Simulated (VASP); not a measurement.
Here is a VASP 6.6.1 calculation.

Contents of INCAR:

```
ALGO = Fast
EDIFF = 1E-6
EDIFFG = -0.001
ENCUT = 600
GGA = PE
IBRION = 2
ISIF = 4
ISMEAR = -1
LASPH = True
LCHARG = False
LREAL = False
LWAVE = False
NELM = 80
NSW = 80
PREC = Accurate
SIGMA = 0.15
```

KPOINTS

```
k-points
0
Gamma
  18 18 10
```

The input POSCAR:

```
Cu
1.0
    2.5470458921      0.0000000000      0.0000000000
   -1.2735229460      2.2058064472      0.0000000000
    0.0000000000      0.0000000000      4.1787341825
Cu
2
Direct
    0.3333333333      0.6666666667      0.2500000000
    0.6666666667      0.3333333333      0.7500000000
```

Potentials or basis: VASP PAW PBE potentials, release 64 (Cu).

The run is started by

```sh
$ cat potpaw_PBE.64/Cu/POTCAR > POTCAR
$ mpirun -np 1 vasp_std > vasp.out
```

(1) What does it give for the band gap on the k mesh?

Answers

(1) zero (band 11 reaches 11.74 eV, above the bottom of band 12 at 5.69 eV).
